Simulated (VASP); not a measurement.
# Zn2O3 (Fd-3m) in VASP: further runs

The runs below take Zn2O3 through single point, relaxation of cell and atoms, with PBE.

Program: VASP 6.6.1. These are calculated values, not measurements. Logs are shortened: lines on timing, memory, paths and dates and some standing lists are left out, and cuts for length are marked.

## Step 1: The cell of the first run

It takes space group Fd-3m (No. 227, cubic). The conventional cell has a = 7.830 Å, b = 7.830 Å, c = 7.830 Å, α = 90.00°, β = 90.00°, γ = 90.00°. Zn (site symmetry -3m) has 6 Zn at 2.77 Å and 12 O at 2.77 to 3.25 Å within 3.6 Å. Within 2.3 Å of O (site symmetry -3m) lie 2 O at 1.70 Å. Within 2.3 Å of O (site symmetry -43m) lie 4 O at 1.70 Å.

## Step 2: Single point, PBE

INCAR

```
SYSTEM = Zn2O3
PREC = Accurate
ENCUT = 520
EDIFF = 1E-6
ISMEAR = 0
SIGMA = 0.1
LREAL = .FALSE.
LASPH = .TRUE.
NELM = 100
ALGO = Normal
ISIF = 2
LWAVE = .FALSE.
LCHARG = .FALSE.
GGA = PE
NBANDS = 53
```

KPOINTS

```
Automatic mesh
0
G
  4 4 4
  0 0 0
```

POSCAR

```
Zn2O3
1.0
    0.0000000000      3.9149072001      3.9149072001
    3.9149072001      0.0000000000      3.9149072001
    3.9149072001      3.9149072001      0.0000000000
Zn O
4 6
Direct
    0.1250000000      0.1250000000      0.1250000000
    0.1250000000      0.1250000000      0.6250000000
    0.1250000000      0.6250000000      0.1250000000
    0.6250000000      0.1250000000      0.1250000000
    0.6250000000      0.6250000000      0.6250000000
    0.6250000000      0.6250000000      0.1250000000
    0.6250000000      0.1250000000      0.6250000000
    0.1250000000      0.6250000000      0.6250000000
    0.7500000000      0.7500000000      0.7500000000
    0.5000000000      0.5000000000      0.5000000000
```

Potentials or basis: VASP PAW PBE potentials, release 64 (Zn, O).

Run with:

```bash
$ cat potpaw_PBE.64/Zn/POTCAR potpaw_PBE.64/O/POTCAR > POTCAR
$ mpirun -np 1 vasp_std > vasp.out
```

OUTCAR:

```text
SYSTEM = Zn2O3
   PREC = Accurate
   ENCUT = 520
   EDIFF = 1E-6
   ISMEAR = 0
   LREAL = .FALSE.
   LASPH = .TRUE.
   NELM = 100
   ISIF = 2
   GGA = PE

 ion  position               nearest neighbor table
   1  0.125  0.125  0.125-   2 2.77   3 2.77   4 2.77   2 2.77   3 2.77   4 2.77
   2  0.125  0.125  0.625-   1 2.77   1 2.77   3 2.77   4 2.77   3 2.77   4 2.77
   3  0.125  0.625  0.125-   1 2.77   2 2.77   1 2.77   2 2.77   4 2.77   4 2.77
   4  0.625  0.125  0.125-   1 2.77   2 2.77   3 2.77   1 2.77   2 2.77   3 2.77
   5  0.625  0.625  0.625-   9 1.70  10 1.70
   6  0.625  0.625  0.125-   9 1.70  10 1.70
   7  0.625  0.125  0.625-   9 1.70  10 1.70
   8  0.125  0.625  0.625-   9 1.70  10 1.70
   9  0.750  0.750  0.750-   5 1.70   6 1.70   7 1.70   8 1.70
  10  0.500  0.500  0.500-   5 1.70   6 1.70   7 1.70   8 1.70

  LATTYP: Found a face centered cubic cell.
 ALAT       =     7.8298144002

  Lattice vectors:

 A1 = (   0.0000000000,   3.9149072001,   3.9149072001)
 A2 = (   3.9149072001,   0.0000000000,   3.9149072001)
 A3 = (   3.9149072001,   3.9149072001,   0.0000000000)

Analysis of symmetry for initial positions (statically):
=====================================================================
 Subroutine PRICEL returns:
 Original cell was already a primitive cell.

 Routine SETGRP: Setting up the symmetry group for a
 face centered cubic supercell.

 Subroutine GETGRP returns: Found 48 space group operations
 (whereof 24 operations were pure point group operations)
 out of a pool of 48 trial point group operations.

The static configuration has the point symmetry T_d .
 The point group associated with its full space group is O_h .

Analysis of symmetry for dynamics (positions and initial velocities):
=====================================================================
 Subroutine PRICEL returns:
 Original cell was already a primitive cell.

 Routine SETGRP: Setting up the symmetry group for a
 face centered cubic supercell.

 Subroutine GETGRP returns: Found 48 space group operations
 (whereof 24 operations were pure point group operations)
 out of a pool of 48 trial point group operations.

The dynamic configuration has the point symmetry T_d .
 The point group associated with its full space group is O_h .

 Subroutine INISYM returns: Found 48 space group operations
 (whereof 24 operations are pure point group operations),
 and found     1 'primitive' translations

----------------------------------------------------------------------------------------

                                     Primitive cell

  volume of cell :     120.0036

  direct lattice vectors                    reciprocal lattice vectors
     0.000000000  3.914907200  3.914907200    -0.127716948  0.127716948  0.127716948
     3.914907200  0.000000000  3.914907200     0.127716948 -0.127716948  0.127716948
     3.914907200  3.914907200  0.000000000     0.127716948  0.127716948 -0.127716948

  length of vectors
     5.536514858  5.536514858  5.536514858     0.221212243  0.221212243  0.221212243

  position of ions in fractional coordinates (direct lattice)
     0.125000000  0.125000000  0.125000000
     0.125000000  0.125000000  0.625000000
     0.125000000  0.625000000  0.125000000
     0.625000000  0.125000000  0.125000000
     0.625000000  0.625000000  0.625000000
     0.625000000  0.625000000  0.125000000
     0.625000000  0.125000000  0.625000000
     0.125000000  0.625000000  0.625000000
     0.750000000  0.750000000  0.750000000
     0.500000000  0.500000000  0.500000000

  ion indices of the primitive-cell ions
   primitive index   ion index
                 1           1
                 2           2
                 3           3
                 4           4
                 5           5
                 6           6
                 7           7
                 8           8
                 9           9
                10          10

----------------------------------------------------------------------------------------

 KPOINTS: Automatic mesh

Automatic generation of k-mesh.
 Grid dimensions read from file:
 generate k-points for:    4    4    4

 Generating k-lattice:

  Cartesian coordinates                     Fractional coordinates (reciprocal lattice)
    -0.031929237  0.031929237  0.031929237     0.250000000  0.000000000  0.000000000
     0.031929237 -0.031929237  0.031929237     0.000000000  0.250000000  0.000000000
     0.031929237  0.031929237 -0.031929237     0.000000000  0.000000000  0.250000000

  Length of vectors
     0.055303061  0.055303061  0.055303061

  Shift w.r.t. Gamma in fractional coordinates (k-lattice)
     0.000000000  0.000000000  0.000000000

 Subroutine IBZKPT returns following result:
 ===========================================

 Found      8 irreducible k-points:

 Following reciprocal coordinates:
            Coordinates               Weight
  0.000000  0.000000  0.000000      1.000000
  0.250000  0.000000  0.000000      8.000000
  0.500000  0.000000  0.000000      4.000000
  0.250000  0.250000  0.000000      6.000000
  0.500000  0.250000  0.000000     24.000000
 -0.250000  0.250000  0.000000     12.000000
  0.500000  0.500000  0.000000      3.000000
 -0.250000  0.500000  0.250000      6.000000
   k-points           NKPTS =      8   k-points in BZ     NKDIM =      8   number of bands    NBANDS=     53
   number of dos      NEDOS =    301   number of ions     NIONS =     10
   total plane-waves  NPLWV =  74088
   dimension x,y,z NGX =    42 NGY =   42 NGZ =   42
   dimension x,y,z NGXF=    84 NGYF=   84 NGZF=   84
   ions per type =               4   6
   NGX,Y,Z   is equivalent  to a cutoff of  12.61, 12.61, 12.61 a.u.
   NGXF,Y,Z  is equivalent  to a cutoff of  25.22, 25.22, 25.22 a.u.
 SYSTEM =  Zn2O3
   PREC   = accura    normal or accurate (medium, high low for compatibility)
   ISTART =      0    job   : 0-new  1-cont  2-samecut
   ICHARG =      2    charge: 1-file 2-atom 10-const
   ISPIN  =      1    spin polarized calculation?
   LNONCOLLINEAR =      F non collinear calculations
   LSORBIT =      F    spin-orbit coupling
   LASPH  =      T    aspherical Exc in radial PAW
   ENCUT  =  520.0 eV  38.22 Ry    6.18 a.u.  10.29 10.29 10.29*2*pi/ulx,y,z
   NELM   =    100;   NELMIN=  2; NELMDL= -5     # of ELM steps
   EDIFF  = 0.1E-05   stopping-criterion for ELM
   LREAL  =      F    real-space projection
   EDIFFG = 0.1E-04   stopping-criterion for IOM
   NSW    =      0    number of steps for IOM
   IBRION =     -1    ionic relax: 0-MD 1-quasi-New 2-CG
   NFREE  =      0    steps in history (QN), initial steepest desc. (CG)
   ISIF   =      2    stress and relaxation
   ISYM   =      2    0-nonsym 1-usesym 2-fastsym
   POTIM  = 0.5000    time-step for ionic-motion
   TEBEG  =    0.0;   TEEND  =   0.0 temperature during run
   PSTRESS=    0.0 pullay stress
   NELECT =      84.0000    total number of electrons
   NUPDOWN=      -1.0000    fix difference up-down
   EMIN   =  10.00;   EMAX   =-10.00  energy-range for DOS
   EFERMI =   0.00;   METHOD = LEGACY
   ISMEAR =     0;   SIGMA  =   0.10  broadening in eV -4-tet -1-fermi 0-gaus
   EFERMI_NEDOS =   21; number of points for ismear=-14 and -15
   IALGO  =     38    algorithm
   IMIX   =      4    mixing-type and parameters
     AMIX     =   0.40;   BMIX     =  1.00
     AMIX_MAG =   1.60;   BMIX_MAG =  1.00
  volume/ion in A,a.u.               =      12.00        80.98
  Fermi-wavevector in a.u.,A,eV,Ry     =   1.453572  2.746852 28.747351  2.112871
  Thomas-Fermi vector in A             =   2.570823
   LORBIT       =      0    0 simple, 1 ext, 2 COOP (PROOUT), +10 PAW based schemes
   GGA     = PE    functional components
   LHFCALC =     F    Hartree Fock is set to
   AEXX    =    0.0000 exact exchange contribution
   IVDW    =     0    specifies the selected vdW correction
   LEPSILON=     F    determine dielectric tensor
   LRPA    =     F    only Hartree local field effects (RPA)
 non-spin polarized calculation
 Gauss-broadening in eV      SIGMA  =   0.10
  energy-cutoff  :      520.00
  volume of cell :      120.00
 maximum number of plane-waves:      3250
 NGX is ok and might be reduce to    42
   NGX = 21   NGY = 21   NGZ = 21

 number of electron      84.0000060 magnetization

 Free energy of the ion-electron system (eV)
  ---------------------------------------------------
  ext. energy  EPLUGINS =         0.00000000
  ---------------------------------------------------
  free energy    TOTEN  =       -29.16533054 eV

  energy without entropy =      -29.16263459  energy(sigma->0) =      -29.16398257

 E-fermi :   2.5952     XC(G=0): -10.9651

 val. band max:        2.4497291939   @ k =  -0.2500   0.5000   0.2500
 cond. band min:       2.7606030290   @ k =   0.5000   0.2500   0.0000
 fundamental gap:      0.3108738352
 Fermi energy:         2.5951828899

 k-point     1 :       0.0000    0.0000    0.0000
  band No.  band energies     occupation
      1     -19.9599      2.00000
      2     -17.3260      2.00000
      3     -15.7369      2.00000
      4     -15.7369      2.00000
      5     -15.7369      2.00000
      6     -10.3935      2.00000
[... 45 lines left out ...]
     52       6.9320      0.00000
     53       8.7490      0.00000

 k-point     2 :       0.2500    0.0000    0.0000
  band No.  band energies     occupation
      1     -19.8030      2.00000
      2     -17.9569      2.00000
      3     -15.7388      2.00000
      4     -15.7388      2.00000
      5     -14.9263      2.00000
      6     -11.0253      2.00000
[... 45 lines left out ...]
     52       6.8304      0.00000
     53       8.4088      0.00000

 k-point     3 :       0.5000    0.0000    0.0000
  band No.  band energies     occupation
      1     -19.5666      2.00000
      2     -18.4850      2.00000
      3     -15.7405      2.00000
      4     -15.7405      2.00000
      5     -14.1413      2.00000
      6     -11.7512      2.00000
[... 45 lines left out ...]
     52       8.7067      0.00000
     53       8.7068      0.00000

 k-point     4 :       0.2500    0.2500    0.0000
  band No.  band energies     occupation
      1     -19.7383      2.00000
      2     -18.1279      2.00000
      3     -15.7452      2.00000
      4     -15.7452      2.00000
      5     -14.6646      2.00000
      6     -11.2581      2.00000
[... 45 lines left out ...]
     52       7.0535      0.00000
     53       7.6222      0.00000

 k-point     5 :       0.5000    0.2500    0.0000
  band No.  band energies     occupation
      1     -19.4408      2.00000
      2     -18.6866      2.00000
      3     -15.7537      2.00000
      4     -15.7470      2.00000
      5     -13.7599      2.00000
      6     -12.1184      2.00000
[... 45 lines left out ...]
     52       7.2156      0.00000
     53       9.2678      0.00000

 k-point     6 :      -0.2500    0.2500    0.0000
  band No.  band energies     occupation
      1     -19.5683      2.00000
      2     -18.4806      2.00000
      3     -15.7541      2.00000
      4     -15.7407      2.00000
      5     -14.1186      2.00000
      6     -11.7699      2.00000
[... 45 lines left out ...]
     52       7.3808      0.00000
     53       7.9736      0.00000

 k-point     7 :       0.5000    0.5000    0.0000
  band No.  band energies     occupation
      1     -19.0999      2.00000
      2     -19.0999      2.00000
      3     -15.7535      2.00000
      4     -15.7535      2.00000
      5     -12.9369      2.00000
      6     -12.9369      2.00000
[... 45 lines left out ...]
     52       8.1676      0.00000
     53      10.1547      0.00000

 k-point     8 :      -0.2500    0.5000    0.2500
  band No.  band energies     occupation
      1     -19.0997      2.00000
      2     -19.0997      2.00000
      3     -15.7549      2.00000
      4     -15.7549      2.00000
      5     -12.9342      2.00000
      6     -12.9342      2.00000
[... 45 lines left out ...]
     52       7.2171      0.00000
     53       9.6147      0.00000

------------------------ aborting loop because EDIFF is reached ----------------------------------------

  FORCE on cell =-STRESS in cart. coord.  units (eV):
  Direction    XX          YY          ZZ          XY          YZ          ZX
  --------------------------------------------------------------------------------------
  -------------------------------------------------------------------------------------
  Total       -0.2277493     -0.2277493     -0.2277493      0.0000000      0.0000000     -0.0000000
  in kB       -3.0406976     -3.0406976     -3.0406976      0.0000000      0.0000000     -0.0000000
  external PRESSURE =      -3.0406976 kB  Pullay stress =       0.0000000 kB

 VOLUME and BASIS-vectors are now :
 -----------------------------------------------------------------------------
  energy-cutoff  :      520.00
  volume of cell :      120.00
      direct lattice vectors                 reciprocal lattice vectors
     0.000000000  3.914907200  3.914907200    -0.127716948  0.127716948  0.127716948
     3.914907200  0.000000000  3.914907200     0.127716948 -0.127716948  0.127716948
     3.914907200  3.914907200  0.000000000     0.127716948  0.127716948 -0.127716948

 POSITION                                       TOTAL-FORCE (eV/Angst)
 -----------------------------------------------------------------------------------
      0.97873      0.97873      0.97873        -0.000000      0.000000     -0.000000
      2.93618      2.93618      0.97873        -0.000000      0.000000      0.000000
      2.93618      0.97873      2.93618        -0.000000      0.000000      0.000000
      0.97873      2.93618      2.93618        -0.000000      0.000000     -0.000000
      4.89363      4.89363      4.89363        -0.000000      0.000000     -0.000000
      2.93618      2.93618      4.89363        -0.000000      0.000000      0.000000
      2.93618      4.89363      2.93618        -0.000000      0.000000     -0.000000
      4.89363      2.93618      2.93618        -0.000000      0.000000      0.000000
      5.87236      5.87236      5.87236         0.000000      0.000000      0.000000
      3.91491      3.91491      3.91491        -0.000000     -0.000000     -0.000000
 -----------------------------------------------------------------------------------
    total drift:                               -0.000000     -0.000000      0.000000

  FREE ENERGIE OF THE ION-ELECTRON SYSTEM (eV)
  ---------------------------------------------------
  free  energy   TOTEN  =       -29.1653305354 eV

  energy  without entropy=      -29.1626345949  energy(sigma->0) =      -29.16398257
```

Wall time 2.2 min (1 thread of AMD EPYC 7R13, shared host); peak memory 0.23 GiB.

Results:

* Free energy: -29.1653 eV
* Pressure: -0.3 GPa
* Band gap on the k mesh: 0.31 eV, indirect (least direct gap 0.38 eV)

Levels at points of the mesh, in eV from the valence-band top:
```tsv
k point	band 39	band 40	band 41	band 42	band 43	band 44	band 45	band 46
(0.00, 0.00, 0.00)	-1.79	-1.76	-1.76	-1.76	0.64	0.64	0.64	0.92
(0.50, 0.00, 0.00)	-1.89	-0.78	-0.77	-0.77	0.46	1.45	1.45	2.56
(0.50, 0.50, 0.00)	-1.46	-1.46	-0.74	-0.74	1.29	1.29	2.06	2.06
```

A k mesh can miss the band edges.

## Step 3: Single point, PBE

This run uses another cell than the first one, of 12.08 Å³/atom, 1.007 times its volume.

INCAR

```
SYSTEM = Zn2O3
PREC = Accurate
ENCUT = 520
EDIFF = 1E-7
ISMEAR = 0
SIGMA = 0.1
LREAL = .False.
LASPH = .True.
NELM = 60
ALGO = Normal
ISIF = 2
LWAVE = .False.
LCHARG = .True.
GGA = PE
LELF = .True.
LVHAR = .True.
NBANDS = 53
```

KPOINTS

```
regular mesh
0
Gamma
  4 4 4
  0 0 0
```

Edit POSCAR of step 2 so:

```diff
@@ -2,5 +2,5 @@
 1.0
-    0.0000000000      3.9149072001      3.9149072001
-    3.9149072001      0.0000000000      3.9149072001
-    3.9149072001      3.9149072001      0.0000000000
+    0.0000000000      3.9239301400      3.9239301400
+    3.9239301400      0.0000000000      3.9239301400
+    3.9239301400      3.9239301400      0.0000000000
 Zn O
```

Potentials or basis: VASP PAW PBE potentials, release 64 (Zn, O).

Run with:

```bash
$ cat potpaw_PBE.64/Zn/POTCAR potpaw_PBE.64/O/POTCAR > POTCAR
$ mpirun -np 1 vasp_std > vasp.out
```

It took 2.8 min on 1 thread of AMD EPYC 7R13, shared host; peak memory 0.23 GiB.

It converged, with:

```yaml
Free_energy: -29.1630 eV
Pressure: -1.0 GPa
Band_gap_on_the_k_mesh: 0.31 eV, indirect (least direct gap 0.37 eV)
```

Levels at points of the mesh, in eV from the valence-band top:
```
           k point  band 38  band 39  band 40  band 41  band 42  band 43  band 44  band 45  band 46  band 47
(0.00, 0.00, 0.00)    -1.92    -1.76    -1.75    -1.75    -1.75     0.63     0.63     0.63     0.89     3.64
(0.50, 0.00, 0.00)    -2.34    -1.86    -0.78    -0.77    -0.77     0.47     1.44     1.44     2.53     3.33
(0.50, 0.50, 0.00)    -2.08    -1.45    -1.45    -0.74    -0.74     1.27     1.27     2.06     2.06     3.02
```

A k mesh can miss the band edges.

(Part 1 of 2 ends here.)
